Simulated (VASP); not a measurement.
# InAs (Fm-3m) in VASP: a series of runs

The runs below take InAs through single point, with PBE.

All numbers are computed with VASP 6.6.1; they aren't measurements. Logs are shortened: lines on timing, memory, paths and dates and some standing lists are left out, and cuts for length are marked.

**1. The cell of the first run**

It takes space group Fm-3m (No. 225, cubic). The conventional cell has a = 5.856 Å, b = 5.856 Å, c = 5.856 Å, α = 90.00°, β = 90.00°, γ = 90.00°. Within 3.9 Å of In (site symmetry m-3m) lie 6 As at 2.93 Å. Within 3.9 Å of As (site symmetry m-3m) lie 6 In at 2.93 Å.

**2. Single point, PBE (P replaced by As, lengths x 1.029, strained)**

File INCAR:

```
PREC = Accurate
ENCUT = 500
EDIFF = 1E-6
ISMEAR = 0
SIGMA = 0.1
LREAL = False
LASPH = True
NELM = 120
ALGO = Normal
ISIF = 2
LWAVE = False
LCHARG = False
GGA = PE
NBANDS = 16
GGA_COMPAT = False
```

File KPOINTS:

```
regular mesh
0
Gamma
  6 6 6
```

File POSCAR:

```
InAs
1.0
    0.0000000000      2.9279777901      2.9279777901
    2.9279777901      0.0000000000      2.9279777901
    2.9279777901      2.9279777901      0.0000000000
In As
1 1
Direct
    0.0000000000      0.0000000000      0.0000000000
    0.5000000000      0.5000000000      0.5000000000
```

Potentials or basis: VASP PAW PBE potentials, release 64 (In_d, As).

Started as:

```sh
$ cat potpaw_PBE.64/In_d/POTCAR potpaw_PBE.64/As/POTCAR > POTCAR
$ mpirun -np 1 vasp_std > vasp.out
```

OUTCAR:

```text
PREC = Accurate
   ENCUT = 500
   EDIFF = 1E-6
   ISMEAR = 0
   LREAL = False
   LASPH = True
   NELM = 120
   ISIF = 2
   GGA = PE

 ion  position               nearest neighbor table
   1  0.000  0.000  0.000-   2 2.93   2 2.93   2 2.93   2 2.93   2 2.93   2 2.93
   2  0.500  0.500  0.500-   1 2.93   1 2.93   1 2.93   1 2.93   1 2.93   1 2.93

  LATTYP: Found a face centered cubic cell.
 ALAT       =     5.8559555802

  Lattice vectors:

 A1 = (   0.0000000000,   2.9279777901,   2.9279777901)
 A2 = (   2.9279777901,   0.0000000000,   2.9279777901)
 A3 = (   2.9279777901,   2.9279777901,   0.0000000000)

Analysis of symmetry for initial positions (statically):
=====================================================================
 Subroutine PRICEL returns:
 Original cell was already a primitive cell.

 Routine SETGRP: Setting up the symmetry group for a
 face centered cubic supercell.

 Subroutine GETGRP returns: Found 48 space group operations
 (whereof 48 operations were pure point group operations)
 out of a pool of 48 trial point group operations.

The static configuration has the point symmetry O_h .

Analysis of symmetry for dynamics (positions and initial velocities):
=====================================================================
 Subroutine PRICEL returns:
 Original cell was already a primitive cell.

 Routine SETGRP: Setting up the symmetry group for a
 face centered cubic supercell.

 Subroutine GETGRP returns: Found 48 space group operations
 (whereof 48 operations were pure point group operations)
 out of a pool of 48 trial point group operations.

The dynamic configuration has the point symmetry O_h .

 Subroutine INISYM returns: Found 48 space group operations
 (whereof 48 operations are pure point group operations),
 and found     1 'primitive' translations

----------------------------------------------------------------------------------------

                                     Primitive cell

  volume of cell :      50.2034

  direct lattice vectors                    reciprocal lattice vectors
     0.000000000  2.927977790  2.927977790    -0.170766323  0.170766323  0.170766323
     2.927977790  0.000000000  2.927977790     0.170766323 -0.170766323  0.170766323
     2.927977790  2.927977790  0.000000000     0.170766323  0.170766323 -0.170766323

  length of vectors
     4.140785901  4.140785901  4.140785901     0.295775947  0.295775947  0.295775947

  position of ions in fractional coordinates (direct lattice)
     0.000000000  0.000000000  0.000000000
     0.500000000  0.500000000  0.500000000

  ion indices of the primitive-cell ions
   primitive index   ion index
                 1           1
                 2           2

----------------------------------------------------------------------------------------

 KPOINTS: regular mesh

Automatic generation of k-mesh.
 Grid dimensions read from file:
 generate k-points for:    6    6    6

 Generating k-lattice:

  Cartesian coordinates                     Fractional coordinates (reciprocal lattice)
    -0.028461054  0.028461054  0.028461054     0.166666667  0.000000000  0.000000000
     0.028461054 -0.028461054  0.028461054     0.000000000  0.166666667  0.000000000
     0.028461054  0.028461054 -0.028461054     0.000000000  0.000000000  0.166666667

  Length of vectors
     0.049295991  0.049295991  0.049295991

  Shift w.r.t. Gamma in fractional coordinates (k-lattice)
     0.000000000  0.000000000  0.000000000

 Subroutine IBZKPT returns following result:
 ===========================================

 Found     16 irreducible k-points:

 Following reciprocal coordinates:
            Coordinates               Weight
  0.000000  0.000000  0.000000      1.000000
  0.166667  0.000000  0.000000      8.000000
  0.333333  0.000000  0.000000      8.000000
  0.500000  0.000000  0.000000      4.000000
  0.166667  0.166667  0.000000      6.000000
  0.333333  0.166667  0.000000     24.000000
[... 8 lines left out ...]
 -0.333333  0.333333  0.166667     24.000000
 -0.333333  0.500000  0.166667     12.000000
   k-points           NKPTS =     16   k-points in BZ     NKDIM =     16   number of bands    NBANDS=     16
   number of dos      NEDOS =    301   number of ions     NIONS =      2
   total plane-waves  NPLWV =  27000
   dimension x,y,z NGX =    30 NGY =   30 NGZ =   30
   dimension x,y,z NGXF=    60 NGYF=   60 NGZF=   60
   ions per type =               1   1
   NGX,Y,Z   is equivalent  to a cutoff of  12.04, 12.04, 12.04 a.u.
   NGXF,Y,Z  is equivalent  to a cutoff of  24.09, 24.09, 24.09 a.u.
 SYSTEM =  unknown system
   PREC   = accura    normal or accurate (medium, high low for compatibility)
   ISTART =      0    job   : 0-new  1-cont  2-samecut
   ICHARG =      2    charge: 1-file 2-atom 10-const
   ISPIN  =      1    spin polarized calculation?
   LNONCOLLINEAR =      F non collinear calculations
   LSORBIT =      F    spin-orbit coupling
   LASPH  =      T    aspherical Exc in radial PAW
   ENCUT  =  500.0 eV  36.75 Ry    6.06 a.u.   7.55  7.55  7.55*2*pi/ulx,y,z
   NELM   =    120;   NELMIN=  2; NELMDL= -5     # of ELM steps
   EDIFF  = 0.1E-05   stopping-criterion for ELM
   LREAL  =      F    real-space projection
   EDIFFG = 0.1E-04   stopping-criterion for IOM
   NSW    =      0    number of steps for IOM
   IBRION =     -1    ionic relax: 0-MD 1-quasi-New 2-CG
   NFREE  =      0    steps in history (QN), initial steepest desc. (CG)
   ISIF   =      2    stress and relaxation
   ISYM   =      2    0-nonsym 1-usesym 2-fastsym
   POTIM  = 0.5000    time-step for ionic-motion
   TEBEG  =    0.0;   TEEND  =   0.0 temperature during run
   PSTRESS=    0.0 pullay stress
   NELECT =      18.0000    total number of electrons
   NUPDOWN=      -1.0000    fix difference up-down
   EMIN   =  10.00;   EMAX   =-10.00  energy-range for DOS
   EFERMI =   0.00;   METHOD = LEGACY
   ISMEAR =     0;   SIGMA  =   0.10  broadening in eV -4-tet -1-fermi 0-gaus
   EFERMI_NEDOS =   21; number of points for ismear=-14 and -15
   IALGO  =     38    algorithm
   IMIX   =      4    mixing-type and parameters
     AMIX     =   0.40;   BMIX     =  1.00
     AMIX_MAG =   1.60;   BMIX_MAG =  1.00
  volume/ion in A,a.u.               =      25.10       169.39
  Fermi-wavevector in a.u.,A,eV,Ry     =   1.163022  2.197793 18.403511  1.352620
  Thomas-Fermi vector in A             =   2.299576
   LORBIT       =      0    0 simple, 1 ext, 2 COOP (PROOUT), +10 PAW based schemes
   GGA     = PE    functional components
   LHFCALC =     F    Hartree Fock is set to
   AEXX    =    0.0000 exact exchange contribution
   IVDW    =     0    specifies the selected vdW correction
   LEPSILON=     F    determine dielectric tensor
   LRPA    =     F    only Hartree local field effects (RPA)
 non-spin polarized calculation
 Gauss-broadening in eV      SIGMA  =   0.10
  energy-cutoff  :      500.00
  volume of cell :       50.20
 maximum number of plane-waves:      1303
   NGX = 15   NGY = 15   NGZ = 15

 number of electron      18.0000011 magnetization

 Free energy of the ion-electron system (eV)
  ---------------------------------------------------
  ext. energy  EPLUGINS =         0.00000000
  ---------------------------------------------------
  free energy    TOTEN  =        -7.32537097 eV

  energy without entropy =       -7.31538327  energy(sigma->0) =       -7.32037712

 E-fermi :   5.4050     XC(G=0):  -9.8568

 val. band max:        5.4020554037   @ k =   0.3333   0.0000   0.0000
 cond. band min:       5.5365982444   @ k =   0.5000   0.0000   0.0000
 fundamental gap:      0.1345428406
 Fermi energy:         5.4049899403

 k-point     1 :       0.0000    0.0000    0.0000
  band No.  band energies     occupation
      1      -8.9035      2.00000
      2      -8.9035      2.00000
      3      -8.8864      2.00000
      4      -8.8864      2.00000
      5      -8.8864      2.00000
      6      -6.3923      2.00000
[... 8 lines left out ...]
     15      12.5830      0.00000
     16      12.5830      0.00000

 k-point     2 :       0.1667    0.0000    0.0000
  band No.  band energies     occupation
      1      -8.9124      2.00000
      2      -8.9124      2.00000
      3      -8.8865      2.00000
      4      -8.8761      2.00000
      5      -8.8761      2.00000
      6      -6.1189      2.00000
[... 8 lines left out ...]
     15      13.2451      0.00000
     16      13.2451      0.00000

 k-point     3 :       0.3333    0.0000    0.0000
  band No.  band energies     occupation
      1      -8.9328      2.00000
      2      -8.9328      2.00000
      3      -8.8879      2.00000
      4      -8.8527      2.00000
      5      -8.8527      2.00000
      6      -5.4086      2.00000
[... 8 lines left out ...]
     15      14.9752      0.00000
     16      14.9752      0.00000

 k-point     4 :       0.5000    0.0000    0.0000
  band No.  band energies     occupation
      1      -8.9431      2.00000
      2      -8.9431      2.00000
      3      -8.8891      2.00000
      4      -8.8408      2.00000
      5      -8.8408      2.00000
      6      -4.8870      2.00000
[... 8 lines left out ...]
     15      17.0069      0.00000
     16      17.0069      0.00000
[... 172 lines left out ...]
 k-point    14 :       0.5000    0.3333    0.1667
  band No.  band energies     occupation
      1      -9.0139      2.00000
      2      -8.9099      2.00000
      3      -8.8898      2.00000
      4      -8.8495      2.00000
      5      -8.8392      2.00000
      6      -4.7695      2.00000
[... 8 lines left out ...]
     15      16.9270      0.00000
     16      17.0949      0.00000

 k-point    15 :      -0.3333    0.3333    0.1667
  band No.  band energies     occupation
      1      -9.0280      2.00000
      2      -8.9169      2.00000
      3      -8.8725      2.00000
      4      -8.8653      2.00000
      5      -8.8297      2.00000
      6      -4.3473      2.00000
[... 8 lines left out ...]
     15      14.7974      0.00000
     16      18.4147      0.00000

 k-point    16 :      -0.3333    0.5000    0.1667
  band No.  band energies     occupation
      1      -9.0729      2.00000
      2      -8.8986      2.00000
      3      -8.8942      2.00000
      4      -8.8467      2.00000
      5      -8.8211      2.00000
      6      -4.1382      2.00000
[... 8 lines left out ...]
     15      16.5860      0.00000
     16      19.1069      0.00000

------------------------ aborting loop because EDIFF is reached ----------------------------------------

  FORCE on cell =-STRESS in cart. coord.  units (eV):
  Direction    XX          YY          ZZ          XY          YZ          ZX
  --------------------------------------------------------------------------------------
  -------------------------------------------------------------------------------------
  Total       -0.9016819     -0.9016819     -0.9016819     -0.0000000      0.0000000      0.0000000
  in kB      -28.7760133    -28.7760133    -28.7760133     -0.0000000      0.0000000      0.0000000
  external PRESSURE =     -28.7760133 kB  Pullay stress =       0.0000000 kB

 VOLUME and BASIS-vectors are now :
 -----------------------------------------------------------------------------
  energy-cutoff  :      500.00
  volume of cell :       50.20
      direct lattice vectors                 reciprocal lattice vectors
     0.000000000  2.927977790  2.927977790    -0.170766323  0.170766323  0.170766323
     2.927977790  0.000000000  2.927977790     0.170766323 -0.170766323  0.170766323
     2.927977790  2.927977790  0.000000000     0.170766323  0.170766323 -0.170766323

 POSITION                                       TOTAL-FORCE (eV/Angst)
 -----------------------------------------------------------------------------------
      0.00000      0.00000      0.00000         0.000000      0.000000     -0.000000
      2.92798      2.92798      2.92798         0.000000      0.000000      0.000000
 -----------------------------------------------------------------------------------
    total drift:                               -0.000000      0.000000      0.000000

  FREE ENERGIE OF THE ION-ELECTRON SYSTEM (eV)
  ---------------------------------------------------
  free  energy   TOTEN  =        -7.3253709685 eV

  energy  without entropy=       -7.3153832701  energy(sigma->0) =       -7.32037712
```

Wall time 19 s (1 thread of Intel Xeon 8259CL, shared host); peak memory 0.17 GiB.

What came out:

| Quantity | Value |
| --- | --- |
| Free energy | -7.3254 eV |
| Pressure | -2.9 GPa |
| Band gap on the k mesh | zero (bands 9 and 10 overlap by 2.42 eV) |

Caveat: the cell differs from its parent crystal (P replaced by As, lengths x 1.029, strained); spin-orbit coupling is left out, which moves the levels of the heavy elements.

**3. Single point, PBE (P replaced by As, lengths x 1.029, strained)**

File INCAR:

```
PREC     = Accurate       # precision mode
ENCUT    = 500            # plane-wave cutoff, eV
EDIFF    = 1E-6           # SCF threshold, eV
ISMEAR   = 0              # smearing method
SIGMA    = 0.1            # smearing width, eV
LREAL    = False          # projectors in reciprocal space
LASPH    = True           # aspherical terms in the spheres
NELM     = 120            # most SCF steps
ALGO     = Normal         # electronic algorithm
ISIF     = 2              # what is computed and relaxed
LWAVE    = False          # write WAVECAR
LCHARG   = False          # write CHGCAR
GGA      = PE             # functional
NBANDS   = 16             # bands
GGA_COMPAT= False
```

File KPOINTS:

```
Automatic mesh
0
Gamma
  12 12 12
```

POSCAR is that of step 2.

Potentials or basis: VASP PAW PBE potentials, release 64 (In_d, As).

Started as:

```sh
$ cat potpaw_PBE.64/In_d/POTCAR potpaw_PBE.64/As/POTCAR > POTCAR
$ mpirun -np 1 vasp_std > vasp.out
```

OUTCAR:

```text
PREC = Accurate
   ENCUT = 500
   EDIFF = 1E-6
   ISMEAR = 0
   LREAL = False
   LASPH = True
   NELM = 120
   ISIF = 2
   GGA = PE

 ion  position               nearest neighbor table
   1  0.000  0.000  0.000-   2 2.93   2 2.93   2 2.93   2 2.93   2 2.93   2 2.93
   2  0.500  0.500  0.500-   1 2.93   1 2.93   1 2.93   1 2.93   1 2.93   1 2.93

  LATTYP: Found a face centered cubic cell.
 ALAT       =     5.8559555802

  Lattice vectors:

 A1 = (   0.0000000000,   2.9279777901,   2.9279777901)
 A2 = (   2.9279777901,   0.0000000000,   2.9279777901)
[... 626 lines left out ...]
      5      -8.8429      2.00000
      6      -4.6955      2.00000
[... 8 lines left out ...]
     15      15.8790      0.00000
     16      15.9336      0.00000

 [... further k-points ...]
[... 5 lines left out ...]
  --------------------------------------------------------------------------------------
  -------------------------------------------------------------------------------------
  Total       -0.9004482     -0.9004482     -0.9004482      0.0000000      0.0000000      0.0000000
  in kB      -28.7366391    -28.7366391    -28.7366391      0.0000000      0.0000000      0.0000000
  external PRESSURE =     -28.7366391 kB  Pullay stress =       0.0000000 kB

 VOLUME and BASIS-vectors are now :
 -----------------------------------------------------------------------------
  energy-cutoff  :      500.00
  volume of cell :       50.20
      direct lattice vectors                 reciprocal lattice vectors
     0.000000000  2.927977790  2.927977790    -0.170766323  0.170766323  0.170766323
     2.927977790  0.000000000  2.927977790     0.170766323 -0.170766323  0.170766323
     2.927977790  2.927977790  0.000000000     0.170766323  0.170766323 -0.170766323

 POSITION                                       TOTAL-FORCE (eV/Angst)
 -----------------------------------------------------------------------------------
      0.00000      0.00000      0.00000         0.000000      0.000000      0.000000
      2.92798      2.92798      2.92798         0.000000      0.000000      0.000000
 -----------------------------------------------------------------------------------
    total drift:                               -0.000000      0.000000      0.000000

  FREE ENERGIE OF THE ION-ELECTRON SYSTEM (eV)
  ---------------------------------------------------
  free  energy   TOTEN  =        -7.2951876947 eV

  energy  without entropy=       -7.2874354387  energy(sigma->0) =       -7.29131157
```

stdout:

```text
POSCAR found type information on POSCAR InAs
 POSCAR found :  2 types and       2 ions
 scaLAPACK will be used
 LDA part: xc-table for (Slater+PW92), standard interpolation
 POSCAR, INCAR and KPOINTS ok, starting setup
 FFT: planning ... GRIDC
 FFT: planning ... GRID_SOFT
 FFT: planning ... GRID
 WAVECAR not read
 entering main loop
```

It took 78 s on 1 thread of Intel Xeon 8259CL, shared host; peak memory 0.21 GiB.

Results:

```
Free energy            : -7.2952 eV
Pressure               : -2.9 GPa
Band gap on the k mesh : zero (bands 9 and 10 overlap by 2.42 eV)
```

Caveat: the cell differs from its parent crystal (P replaced by As, lengths x 1.029, strained); spin-orbit coupling is left out, which moves the levels of the heavy elements.

The gap in the log of VASP goes by the Fermi energy; the results here count the filled bands.